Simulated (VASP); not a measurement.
# SiNi (P2_13) in VASP: notebook, part 2 of 2

VASP 6.6.1. The steps go on from the part before.

## (3) Single point, PBE (12.69 Å³/atom)

This run uses another cell than the first one, of 12.69 Å³/atom.

Input file INCAR:

```
SYSTEM = SiNi
PREC     = Accurate       ! precision mode
ENCUT    = 520            ! plane-wave cutoff, eV
EDIFF    = 1E-7           ! SCF threshold, eV
ISMEAR   = 0              ! smearing method
SIGMA    = 0.1            ! smearing width, eV
LREAL    = .False.        ! projectors in reciprocal space
LASPH    = .True.         ! aspherical terms in the spheres
NELM     = 80             ! most SCF steps
ALGO     = Normal         ! electronic algorithm
ISIF     = 2              ! what is computed and relaxed
LWAVE    = .False.        ! write WAVECAR
LCHARG   = .True.         ! write CHGCAR
GGA      = PE             ! functional
LELF     = .True.         ! ELF
LVHAR    = .True.       
NBANDS   = 38             ! bands
```

Input file KPOINTS:

```
regular mesh
0
Gamma
  8 8 8
  0 0 0
```

Input file POSCAR:

```
SiNi
1.0
    4.6644696605      0.0000000000      0.0000000000
    0.0000000000      4.6644696605      0.0000000000
    0.0000000000      0.0000000000      4.6644696605
Si Ni
4 4
Direct
    0.8451111892      0.8451111892      0.8451111892
    0.6548888108      0.1548888108      0.3451111892
    0.3451111892      0.6548888108      0.1548888108
    0.1548888108      0.3451111892      0.6548888108
    0.1433982691      0.1433982691      0.1433982691
    0.3566017309      0.8566017309      0.6433982691
    0.6433982691      0.3566017309      0.8566017309
    0.8566017309      0.6433982691      0.3566017309
```

Potentials or basis: VASP PAW PBE potentials, release 64 (Si, Ni).

On the command line:

```
> cat potpaw_PBE.64/Si/POTCAR potpaw_PBE.64/Ni/POTCAR > POTCAR
> mpirun -np 1 vasp_std > vasp.out
```

OUTCAR:

```text
SYSTEM = SiNi
   PREC = Accurate
   ENCUT = 520
   EDIFF = 1E-7
   ISMEAR = 0
   LREAL = .False.
   LASPH = .True.
   NELM = 80
   ISIF = 2
   GGA = PE

 ion  position               nearest neighbor table
   1  0.845  0.845  0.845-   5 2.41   6 2.47   7 2.47   8 2.47   7 2.57   8 2.57   6 2.57   3 2.88
                             4 2.88   2 2.88   2 2.88   4 2.88   3 2.88
   2  0.655  0.155  0.345-   6 2.41   5 2.47   7 2.47   8 2.47   7 2.57   8 2.57   5 2.57   1 2.88
                             1 2.88   3 2.88   3 2.88   4 2.88   4 2.88
   3  0.345  0.655  0.155-   7 2.41   6 2.47   5 2.47   8 2.47   8 2.57   6 2.57   5 2.57   1 2.88
                             4 2.88   2 2.88   2 2.88   4 2.88   1 2.88
   4  0.155  0.345  0.655-   8 2.41   6 2.47   7 2.47   5 2.47   6 2.57   5 2.57   7 2.57   1 2.88
                             3 2.88   2 2.88   1 2.88   2 2.88   3 2.88
   5  0.143  0.143  0.143-   1 2.41   2 2.47   3 2.47   4 2.47   3 2.57   4 2.57   2 2.57   6 2.87
                             7 2.87   8 2.87   6 2.87   8 2.87   7 2.87
   6  0.357  0.857  0.643-   2 2.41   1 2.47   3 2.47   4 2.47   3 2.57   4 2.57   1 2.57   8 2.87
                             5 2.87   5 2.87   7 2.87   7 2.87   8 2.87
   7  0.643  0.357  0.857-   3 2.41   2 2.47   1 2.47   4 2.47   4 2.57   2 2.57   1 2.57   8 2.87
                             5 2.87   8 2.87   6 2.87   6 2.87   5 2.87
   8  0.857  0.643  0.357-   4 2.41   2 2.47   3 2.47   1 2.47   2 2.57   1 2.57   3 2.57   7 2.87
[... 1189 lines left out ...]

 [... further k-points ...]

------------------------ aborting loop because EDIFF is reached ----------------------------------------

  FORCE on cell =-STRESS in cart. coord.  units (eV):
  Direction    XX          YY          ZZ          XY          YZ          ZX
  --------------------------------------------------------------------------------------
  -------------------------------------------------------------------------------------
  Total       -8.4060951     -8.4060951     -8.4060951      0.0000000      0.0000000      0.0000000
  in kB     -132.7082935   -132.7082935   -132.7082935      0.0000000      0.0000000      0.0000000
  external PRESSURE =    -132.7082935 kB  Pullay stress =       0.0000000 kB

 VOLUME and BASIS-vectors are now :
 -----------------------------------------------------------------------------
  energy-cutoff  :      520.00
  volume of cell :      101.49
      direct lattice vectors                 reciprocal lattice vectors
     4.664469661  0.000000000  0.000000000     0.214386645  0.000000000  0.000000000
     0.000000000  4.664469661  0.000000000     0.000000000  0.214386645  0.000000000
     0.000000000  0.000000000  4.664469661     0.000000000  0.000000000  0.214386645

 POSITION                                       TOTAL-FORCE (eV/Angst)
 -----------------------------------------------------------------------------------
      3.94200      3.94200      3.94200        -0.007565     -0.007565     -0.007565
      3.05471      0.72247      1.60976         0.007565      0.007565     -0.007565
      1.60976      3.05471      0.72247        -0.007565      0.007565      0.007565
      0.72247      1.60976      3.05471         0.007565     -0.007565      0.007565
      0.66888      0.66888      0.66888         0.004742      0.004742      0.004742
      1.66336      3.99559      3.00111        -0.004742     -0.004742      0.004742
      3.00111      1.66336      3.99559         0.004742     -0.004742     -0.004742
      3.99559      3.00111      1.66336        -0.004742      0.004742     -0.004742
 -----------------------------------------------------------------------------------
    total drift:                               -0.000000     -0.000000      0.000000

  FREE ENERGIE OF THE ION-ELECTRON SYSTEM (eV)
  ---------------------------------------------------
  free  energy   TOTEN  =       -46.4164127055 eV

  energy  without entropy=      -46.4038526823  energy(sigma->0) =      -46.41013269
```

Run time: 68 s. Hardware: 1 thread of Intel Xeon 6975P-C (Granite Rapids), shared host; peak memory 0.28 GiB.

What came out:

```yaml
Free_energy: -46.4164 eV
Pressure: -13.3 GPa
Largest_force: 0.013 eV/Å
Band_gap_on_the_k_mesh: zero (bands 28 and 29 overlap by 1.01 eV)
```

Forces in eV/Å, atoms in the order of the input:
```
Si  -0.008 -0.008 -0.008
Si   0.008  0.008 -0.008
Si  -0.008  0.008  0.008
Si   0.008 -0.008  0.008
Ni   0.005  0.005  0.005
Ni  -0.005 -0.005  0.005
Ni   0.005 -0.005 -0.005
Ni  -0.005  0.005 -0.005
```

Caveat: the cell stands under tension. Spin polarisation is off, so any magnetic state and its effect on volume and gap are missing.

## (4) Relaxation of cell and atoms, PBE

This run uses another cell than the first one, of 11.54 Å³/atom.

Input file INCAR:

```
SYSTEM = SiNi
  PREC = Accurate
  ENCUT = 600
  EDIFF = 1E-7
  ISMEAR = 0
  SIGMA = 0.1
  LREAL = .False.
  LASPH = .True.
  NELM = 80
  ALGO = Normal
  ISIF = 3
  LWAVE = .False.
  LCHARG = .False.
  GGA = PE
  IBRION = 2
  NSW = 100
  EDIFFG = -0.005
```

Input file KPOINTS:

```
Automatic mesh
0
Gamma
  8 8 8
  0 0 0
```

Input file POSCAR:

```
SiNi
1.0
    4.5202310466      0.0000000000      0.0000000000
    0.0000000000      4.5202310466      0.0000000000
    0.0000000000      0.0000000000      4.5202310466
Si Ni
4 4
Direct
    0.8463624098      0.8463624098      0.8463624098
    0.6536375902      0.1536375902      0.3463624098
    0.3463624098      0.6536375902      0.1536375902
    0.1536375902      0.3463624098      0.6536375902
    0.1489587222      0.1489587222      0.1489587222
    0.3510412778      0.8510412778      0.6489587222
    0.6489587222      0.3510412778      0.8510412778
    0.8510412778      0.6489587222      0.3510412778
```

On the command line:

```
> cat potpaw_PBE.64/Si/POTCAR potpaw_PBE.64/Ni/POTCAR > POTCAR
> mpirun -np 1 vasp_std > vasp.out
```

Run time: 22 min. Hardware: 1 thread of Intel Xeon 8259CL, shared host; peak memory 0.3 GiB.

It converged, with:

- Free energy: -46.8377 eV
- Relaxed volume: 11.53 Å³/atom
- Relaxed cell: a = 4.519 Å, b = 4.519 Å, c = 4.519 Å, α = 90.00°, β = 90.00°, γ = 90.00°
- Space group after relaxing (to 0.1 Å): P2_13 (No. 198)
- Energy gained by relaxing: 0.0 meV/atom
- Ionic steps: 13
- Pressure after relaxing: 0.0 GPa
- Band gap on the k mesh: zero (bands 28 and 29 overlap by 1.15 eV)

Forces on the atoms (eV/Å):
```
Si  -0.001 -0.001 -0.001
Si   0.001  0.001 -0.001
Si  -0.001  0.001  0.001
Si   0.001 -0.001  0.001
Ni  -0.002 -0.002 -0.002
Ni   0.002  0.002 -0.002
Ni  -0.002  0.002  0.002
Ni   0.002 -0.002  0.002
```

Step by step:
| step | energy change (eV) | largest force (eV/Å) | pressure (GPa) | volume (Å³) |
| --- | --- | --- | --- | --- |
| 1 | 0.0000 | 0.0116 | -0.22 | 92.36 |
| 2 | 0.0000 | 0.0073 | 0.24 | 92.15 |
| 3 | -0.0001 | 0.0095 | 0.01 | 92.25 |
| 4 | -0.0001 | 0.0094 | 0.01 | 92.25 |
| 5 | -0.0001 | 0.0083 | 0.13 | 92.20 |
| 6 | -0.0001 | 0.0093 | 0.04 | 92.24 |
| 7 | -0.0001 | 0.0094 | 0.06 | 92.25 |
| 8 | -0.0001 | 0.0077 | -0.07 | 92.30 |
| 9 | -0.0001 | 0.0082 | -0.03 | 92.28 |
| 10 | -0.0001 | 0.0080 | -0.03 | 92.29 |
| 11 | -0.0001 | 0.0078 | -0.04 | 92.29 |
| 12 | -0.0001 | 0.0051 | -0.03 | 92.28 |
| 13 | -0.0001 | 0.0027 | -0.01 | 92.27 |

Final structure:
```yaml
crystal:
  lattice:
    - [4.51884, 0.00000, 0.00000]
    - [0.00000, 4.51884, 0.00000]
    - [0.00000, 0.00000, 4.51884]
  atoms:
    - { symbol: Si, position: [0.84646, 0.84646, 0.84646] }
    - { symbol: Si, position: [0.65354, 0.15354, 0.34646] }
    - { symbol: Si, position: [0.34646, 0.65354, 0.15354] }
    - { symbol: Si, position: [0.15354, 0.34646, 0.65354] }
    - { symbol: Ni, position: [0.14874, 0.14874, 0.14874] }
    - { symbol: Ni, position: [0.35126, 0.85126, 0.64874] }
    - { symbol: Ni, position: [0.64874, 0.35126, 0.85126] }
    - { symbol: Ni, position: [0.85126, 0.64874, 0.35126] }
```

Levels at points of the mesh, in eV from the Fermi level:
| k point | band 24 | band 25 | band 26 | band 27 | band 28 | band 29 | band 30 | band 31 | band 32 | band 33 |
| --- | --- | --- | --- | --- | --- | --- | --- | --- | --- | --- |
| (0.00, 0.00, 0.00) | -2.17 | -1.55 | -1.55 | -1.55 | 0.97 | 0.97 | 0.97 | 1.41 | 1.41 | 2.03 |
| (0.50, 0.00, 0.00) | -2.05 | -1.91 | -1.91 | -0.56 | -0.56 | -0.18 | -0.18 | 2.75 | 2.75 | 2.90 |
| (0.50, 0.50, 0.00) | -2.32 | -1.46 | -1.46 | -0.93 | -0.93 | 0.35 | 0.35 | 0.89 | 0.89 | 3.92 |
| (0.50, 0.50, 0.50) | -2.55 | -1.71 | -1.71 | -1.71 | -1.71 | 4.14 | 4.14 | 4.14 | 4.14 | 4.51 |

Spin polarisation is off, so any magnetic state and its effect on volume and gap are missing.

## (5) Overview

```tsv
task	cell	k mesh	cutoff (eV)	gap on the mesh (eV)	pressure (GPa)	largest force (eV/Å)
relaxation of cell and atoms	relaxed from a = 4.497 Å, 8 atoms, atomic positions A	4 × 4 × 4	600	none	0.6	0.05
single point	a = 4.664 Å, 8 atoms, atomic positions B	8 × 8 × 8	520	none	-13.3	0.01
relaxation of cell and atoms	relaxed from a = 4.520 Å, 8 atoms, atomic positions C	8 × 8 × 8	600	none	0.0	-
```

Alike in all rows: level PBE; potentials or basis VASP PAW PBE potentials, release 64 (Si, Ni); no spin polarisation; smearing gaussian 0.1 eV.

Caveats: the relaxation stopped at a loose force limit of 0.05 eV/Å, so its end isn't a converged minimum (at least some runs); the cell stands under tension (at least some runs).

Total energies depend on the potentials used, so only differences within one code and one set of settings carry meaning.
